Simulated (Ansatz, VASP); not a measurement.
**One calculation of Pd, two programs**

The input INCAR:

```
SYSTEM = Pd
ALGO = Normal ; EDIFF = 1E-6
ENCUT = 540 ; GGA = PE
GGA_COMPAT = .FALSE. ; ISIF = 2
ISMEAR = -1 ; LASPH = .TRUE.
LCHARG = .TRUE. ; LELF = .TRUE.
LREAL = .FALSE. ; LVHAR = .TRUE.
LWAVE = .FALSE. ; NBANDS = 15
NELM = 120 ; PREC = Accurate
SIGMA = 0.08
```

Contents of KPOINTS:

```
k-points
0
G
  16 16 15
  0 0 0
```

The input POSCAR:

```
Pd
1.0
    2.2883034072      0.0000000000      0.0000000000
   -1.1441517036      1.9817288822      0.0000000000
    0.0000000000      0.0000000000      2.1982187296
Pd
1
Direct
    0.0000000000      0.0000000000      0.0000000000
```

Input for Ansatz:

```yaml
crystal:
  lattice:
    - [2.2883034072, 0.0, 0.0]
    - [-1.1441517036, 1.9817288822, 0.0]
    - [0.0, 0.0, 2.1982187296]
  atoms:
    - { symbol: Pd, position: [0.0, 0.0, 0.0] }
kpoints:
  mp_grid: { grid: [16, 16, 15] }
scf:
  occupations: { method: fermi_dirac, width: 0.08 }
hamiltonian:
  xc: pbe
  pseudopotentials: { kind: paw }
output:
  forces: true
  stress: true
  eigenvalues: true
  populations: true
  write_density: true
  write_potential: true
  elf: true
  volumetric_format: npy
```

Change from the starting cell: volume scaled by 0.6, PAW files.

Alike in both runs: task single point; functional PBE; k mesh 16 × 16 × 15; occupations fermi-dirac, width 0.08 eV; no spin polarisation.

```csv
,VASP,Ansatz
version,VASP 6.6.1,Ansatz 0.2.0
potentials or method,"VASP PAW PBE potentials, release 64 (Pd_sv_GW)","PAW with Ansatz's default frozen-core files, scalar-relativistic"
plane-wave cutoff (eV),540,420
valence electrons in the cell,18,18
```

|  | VASP | Ansatz | Ansatz less VASP |
| --- | --- | --- | --- |
| pressure (GPa) | 275.4 | 278.5 | +3.15 |
| traceless stress, the component that is largest in VASP (GPa) | -0.64 | -0.33 | +0.305 |

Both programs put the cell under a high pressure, so it lies far from rest at this level.

Noted on VASP's run: the cell as given lies far from equilibrium.
